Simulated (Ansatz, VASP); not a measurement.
**Two plane-wave programs on N**

Contents of INCAR:

```
  PREC = Accurate
  ENCUT = 600
  EDIFF = 1E-6
  ISMEAR = -1
  SIGMA = 0.08
  LREAL = False
  LASPH = True
  NELM = 60
  ALGO = Normal
  ISIF = 3
  LWAVE = False
  LCHARG = False
  GGA = PE
  IBRION = 2
  NSW = 100
  EDIFFG = -0.005
```

Contents of KPOINTS:

```
Automatic mesh
0
Gamma
  13 13 13
```

Contents of POSCAR:

```
N
1.0
    0.0000000000      2.2322827293      2.2322827293
    2.2322827293      0.0000000000      2.2322827293
    2.2322827293      2.2322827293      0.0000000000
N
2
Direct
    0.0000000000      0.0000000000      0.0000000000
    0.2500000000      0.2500000000      0.2500000000
```

Input for Ansatz:

```yaml
crystal:
  lattice:
    - [0.0, 2.2322827293, 2.2322827293]
    - [2.2322827293, 0.0, 2.2322827293]
    - [2.2322827293, 2.2322827293, 0.0]
  atoms:
    - { symbol: "N", position: [0.0, 0.0, 0.0] }
    - { symbol: "N", position: [0.25, 0.25, 0.25] }
kpoints:
  mp_grid: { grid: [13, 13, 13] }
scf:
  occupations: { method: fermi_dirac, width: 0.08 }
hamiltonian:
  xc: pbe
  pseudopotentials: { kind: paw }
output:
  forces: true
  stress: true
relax:
  f_tol: 0.005
  max_steps: 80
  cell: {}
```

Alike in both runs: task relaxation of cell and atoms; functional PBE; k mesh 13 × 13 × 13; occupations fermi-dirac, width 0.08 eV; no spin polarisation.

|  | VASP | Ansatz |
| --- | --- | --- |
| version | VASP 6.6.1 | Ansatz 0.2.0 |
| potentials or method | VASP PAW PBE potentials, release 64 (N) | PAW with Ansatz's default frozen-core files, scalar-relativistic |
| plane-wave cutoff (eV) | 600 | 420 |
| valence electrons in the cell | 10 | 10 |

Ansatz gave:

```
relaxed volume (Å³/atom)                                     : 9.16
relaxed cell length with the largest relative difference (Å) : 2.959
```

Estimate VASP's values.

relaxed volume (Å³/atom): 9.13; relaxed cell length with the largest relative difference (Å): 2.955.

Noted on VASP's run: the volume moved by over 15 % at a fixed basis, so the end points are rough.
